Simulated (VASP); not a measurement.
# TlCl (Pm-3m) in VASP: notebook, part 2 of 2

VASP 6.6.1. Earlier steps stand in the parts before.

**3. Relaxation of cell and atoms, PBEsol**

This run uses another cell than the first one, of 28.18 Å³/atom.

INCAR

```
  PREC = Accurate
  ENCUT = 500
  EDIFF = 1E-7
  ISMEAR = -1
  SIGMA = 0.1
  LREAL = False
  LASPH = True
  NELM = 120
  ALGO = Normal
  ISIF = 3
  LWAVE = False
  LCHARG = False
  GGA = PS
  IBRION = 2
  NSW = 100
  EDIFFG = -0.002
  GGA_COMPAT = False
  NELMIN = 4
```

KPOINTS

```
regular mesh
0
Gamma
  12 12 12
```

POSCAR

```
TlCl
1.0
    3.8340000000      0.0000000000      0.0000000000
    0.0000000000      3.8340000000      0.0000000000
    0.0000000000      0.0000000000      3.8340000000
Tl Cl
1 1
Direct
    0.0000000000      0.0000000000      0.0000000000
    0.5000000000      0.5000000000      0.5000000000
```

Potentials or basis: VASP PAW PBE potentials, release 64 (Tl_d, Cl).

On the command line:

```console
$ cat potpaw_PBE.64/Tl_d/POTCAR potpaw_PBE.64/Cl/POTCAR > POTCAR
$ mpirun -np 1 vasp_std > vasp.out
```

OUTCAR:

```text
PREC = Accurate
   ENCUT = 500
   EDIFF = 1E-7
   ISMEAR = -1
   LREAL = False
   LASPH = True
   NELM = 120
   ISIF = 3
   GGA = PS
   IBRION = 2
   NSW = 100
   EDIFFG = -0.002
   NELMIN = 4

 ion  position               nearest neighbor table
   1  0.000  0.000  0.000-   2 3.32   2 3.32   2 3.32   2 3.32   2 3.32   2 3.32   2 3.32   2 3.32

   2  0.500  0.500  0.500-   1 3.32   1 3.32   1 3.32   1 3.32   1 3.32   1 3.32   1 3.32   1 3.32

  LATTYP: Found a simple cubic cell.
 ALAT       =     3.8340000000

  Lattice vectors:

 A1 = (   3.8340000000,   0.0000000000,   0.0000000000)
 A2 = (   0.0000000000,   3.8340000000,   0.0000000000)
 A3 = (   0.0000000000,   0.0000000000,   3.8340000000)

Analysis of symmetry for initial positions (statically):
[... 340 lines left out ...]
      4      -6.5156      2.00000
      5      -6.5156      2.00000
      6      -6.5156      2.00000
      7      -1.5430      2.00000
      8       1.4238      2.00000
      9       1.4238      2.00000
     10       1.4238      2.00000
     11      10.7526      0.00000
     12      10.7526      0.00000
     13      11.1706      0.00000
     14      11.1706      0.00000
[... 377 lines left out ...]
      1     -10.5041      2.00000
      2      -6.7095      2.00000
      3      -6.5895      2.00000
      4      -6.5689      2.00000
      5      -6.5653      2.00000
      6      -6.4987      2.00000
      7      -1.6160      2.00000
      8       0.1259      2.00000
      9       1.5952      2.00000
     10       1.9410      2.00000
     11       7.2054      0.00000
     12       8.3152      0.00000
     13      10.9514      0.00000
     14      12.2117      0.00000

 [... further k-points ...]

------------------------ aborting loop because EDIFF is reached ----------------------------------------

  FORCE on cell =-STRESS in cart. coord.  units (eV):
  Direction    XX          YY          ZZ          XY          YZ          ZX
  --------------------------------------------------------------------------------------
  -------------------------------------------------------------------------------------
  Total        0.0013183      0.0013183      0.0013183      0.0000000      0.0000000     -0.0000000
  in kB        0.0395428      0.0395428      0.0395428      0.0000000      0.0000000     -0.0000000
  external PRESSURE =       0.0395428 kB  Pullay stress =       0.0000000 kB
[... 17 lines left out ...]
  FREE ENERGIE OF THE ION-ELECTRON SYSTEM (eV)
  ---------------------------------------------------
  free  energy   TOTEN  =        -6.4708000314 eV

  energy  without entropy=       -6.4707975962  energy(sigma->0) =       -6.47079881

 reached required accuracy - stopping structural energy minimisation
```

OSZICAR:

```text
N       E                     dE             d eps       ncg     rms          rms(c)
DAV:   1     0.976329089109E+02    0.97633E+02   -0.99677E+03  2432   0.123E+03
DAV:   2    -0.272030231815E+01   -0.10035E+03   -0.97209E+02  2910   0.251E+02
DAV:   3    -0.676639721726E+01   -0.40461E+01   -0.40377E+01  2616   0.461E+01
[... 43 lines left out ...]
DAV:   2    -0.647080667370E+01    0.41180E-04   -0.87638E-05  2352   0.758E-02    0.125E-02
DAV:   3    -0.647080098119E+01    0.56925E-05   -0.20676E-05  2370   0.385E-02    0.969E-03
DAV:   4    -0.647080020214E+01    0.77905E-06   -0.60758E-07  2482   0.633E-03    0.261E-03
DAV:   5    -0.647080005713E+01    0.14502E-06   -0.10079E-07  1224   0.240E-03    0.597E-04
DAV:   6    -0.647080003135E+01    0.25777E-07   -0.11750E-08  1182   0.904E-04
   5 F= -.64708000E+01 E0= -.64707988E+01  d E =-.185369E-05
```

CONTCAR:

```text
TlCl
   1.00000000000000
     3.7660679005199649    0.0000000000000000   -0.0000000000000000
     0.0000000000000000    3.7660679005199649    0.0000000000000000
    -0.0000000000000000    0.0000000000000000    3.7660679005199649
  Tl              Cl
     1     1
Direct
     1.0000000000000000    1.0000000000000000    0.0000000000000000
     0.5000000000000000    0.5000000000000000    0.5000000000000000

  0.00000000E+00  0.00000000E+00  0.00000000E+00
  0.00000000E+00  0.00000000E+00  0.00000000E+00
```

Wall time 58 s (1 thread of Intel Xeon 6975P-C (Granite Rapids), shared host); peak memory 0.21 GiB.

What came out:

- Free energy: -6.4708 eV
- Relaxed volume: 26.71 Å³/atom
- Relaxed cell: a = 3.766 Å, b = 3.766 Å, c = 3.766 Å, α = 90.00°, β = 90.00°, γ = 90.00°
- Space group after relaxing (to 0.1 Å): Pm-3m (No. 221)
- Energy gained by relaxing: 6.9 meV/atom
- Ionic steps: 5
- Pressure after relaxing: 0.0 GPa
- Band gap on the k mesh: 1.79 eV

The path:
| step | energy change (eV) | largest force (eV/Å) | pressure (GPa) | volume (Å³) |
| --- | --- | --- | --- | --- |
| 1 | 0.0000 | 0.0000 | -1.42 | 56.36 |
| 2 | -0.0122 | 0.0000 | -0.50 | 54.35 |
| 3 | -0.0137 | 0.0000 | -0.01 | 53.45 |
| 4 | -0.0137 | 0.0000 | 0.02 | 53.39 |
| 5 | -0.0137 | 0.0000 | 0.00 | 53.42 |

Final structure:
```
Tl Cl
1.0
     3.76607    0.00000    0.00000
     0.00000    3.76607    0.00000
     0.00000    0.00000    3.76607
Tl Cl
1 1
Direct
  0.00000 0.00000 0.00000
  0.50000 0.50000 0.50000
```

Levels at points of the mesh, in eV from the valence-band top:
| k point | band 6 | band 7 | band 8 | band 9 | band 10 | band 11 | band 12 | band 13 | band 14 |
| --- | --- | --- | --- | --- | --- | --- | --- | --- | --- |
| (0.00, 0.00, 0.00) | -9.74 | -4.77 | -1.81 | -1.81 | -1.81 | 7.52 | 7.52 | 7.94 | 7.94 |
| (0.50, 0.00, 0.00) | -9.74 | -5.87 | -1.30 | -1.30 | 0.00 | 1.79 | 6.47 | 6.47 | 8.40 |
| (0.50, 0.50, 0.00) | -9.66 | -3.53 | -3.44 | -3.44 | -1.27 | 4.84 | 4.84 | 8.23 | 8.63 |
| (0.50, 0.50, 0.50) | -9.66 | -2.32 | -2.32 | -2.32 | -2.15 | 2.19 | 2.19 | 2.19 | 12.96 |

Caveat: the PAW data sets were made with another functional, which shifts forces and pressure a little; spin-orbit coupling is left out, which moves the levels of the heavy elements. A k mesh can miss the band edges.
